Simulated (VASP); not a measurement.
Crystal: MgH2.

```
Mg H
1.0
     4.48488    0.00000    0.00000
     0.00000    4.48488    0.00000
     0.00000    0.00000    2.99648
Mg H
2 4
Direct
  0.00000 0.00000 0.00000
  0.50000 0.50000 0.50000
  0.30468 0.30468 0.00000
  0.19532 0.80468 0.50000
  0.80468 0.19532 0.50000
  0.69532 0.69532 0.00000
```

Base run:

| Quantity | Value |
| --- | --- |
| Program | VASP 6.6.1 |
| Functional | PBE0 |
| Potentials or basis | VASP PAW PBE potentials, release 64 (Mg, H) |
| Cutoff | 520 eV |
| k mesh | 4 × 4 × 6 |
| Occupations | gaussian, width 0.01 eV |
| Spin | no spin polarisation |

Its results: band gap on the k mesh 5.79 eV (least direct gap 6.62 eV); pressure -0.2 GPa; largest force 0.009 eV/Å.

Q: The run is repeated on the same cell with these changes: functional from PBE0 to HSE06. What comes out?

A: Band gap on the k mesh 5.04 eV (least direct gap 5.87 eV); pressure -0.2 GPa; largest force 0.008 eV/Å.

Caveats: the structure was generated, so it needn't be the stable form of MgH2; the PAW data sets were made with another functional, which shifts forces and pressure a little.

A k mesh can miss the band edges.
